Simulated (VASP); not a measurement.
**SiC: relaxation of cell and atoms with PBE**

Crystal: SiC.

```
Si C
1.0
     3.09177    0.00000    0.00000
    -1.54588    2.67755    0.00000
     0.00000    0.00000    5.07402
Si C
2 2
Direct
  0.33333 0.66667 0.00456
  0.66667 0.33333 0.50456
  0.33333 0.66667 0.38044
  0.66667 0.33333 0.88044
```

```
Program                : VASP 6.6.1
Task                   : relaxation of cell and atoms
Functional             : PBE
Potentials or basis    : VASP PAW PBE potentials, release 64 (Si, C)
Cutoff                 : 600 eV
k mesh                 : 12 × 12 × 6
Occupations            : gaussian, width 0.02 eV
Spin                   : no spin polarisation
Dipole correction      : no
Further INCAR settings : ALGO = Normal; EDIFF = 1e-06; IBRION = 2; EDIFFG = -0.01; NSW = 100; ISIF = 3
```

| Quantity | Value |
| --- | --- |
| Relaxed volume | 10.49 Å³/atom |
| Relaxed cell | a = 3.091 Å, b = 3.091 Å, c = 5.073 Å, α = 90.00°, β = 90.00°, γ = 120.00° |
| Space group after relaxing (to 0.05 Å) | P6_3mc (No. 186) |
| Energy gained by relaxing | 0.0 meV/atom |
| Ionic steps | 3 |
| Pressure after relaxing | 0.0 GPa |
| Band gap on the k mesh | 2.30 eV, indirect (least direct gap 3.94 eV) |

Final structure:
```
Si C
1.0
     3.09105    0.00000    0.00000
    -1.54553    2.67693    0.00000
     0.00000    0.00000    5.07277
Si C
2 2
Direct
  0.33333 0.66667 0.00458
  0.66667 0.33333 0.50458
  0.33333 0.66667 0.38042
  0.66667 0.33333 0.88042
```

Levels at points of the mesh, in eV from the valence-band top:
| k point | band 6 | band 7 | band 8 | band 9 | band 10 | band 11 |
| --- | --- | --- | --- | --- | --- | --- |
| (0.00, 0.00, 0.00) | -0.11 | 0.00 | 0.00 | 4.68 | 6.05 | 6.58 |
| (0.50, 0.00, 0.00) | -3.29 | -3.24 | -1.19 | 2.75 | 4.21 | 6.77 |
| (0.00, 0.00, 0.50) | -0.71 | -0.71 | -0.71 | 5.77 | 5.77 | 7.27 |
| (0.50, 0.00, 0.50) | -2.42 | -2.31 | -2.31 | 3.26 | 3.26 | 5.20 |

Run time: 110 s on 1 thread of Intel Xeon 8259CL, with other jobs on the host, peak memory 0.2 GiB.

A k mesh can miss the band edges. Expect the measured gap to be larger: semilocal functionals such as PBE lack the derivative discontinuity.
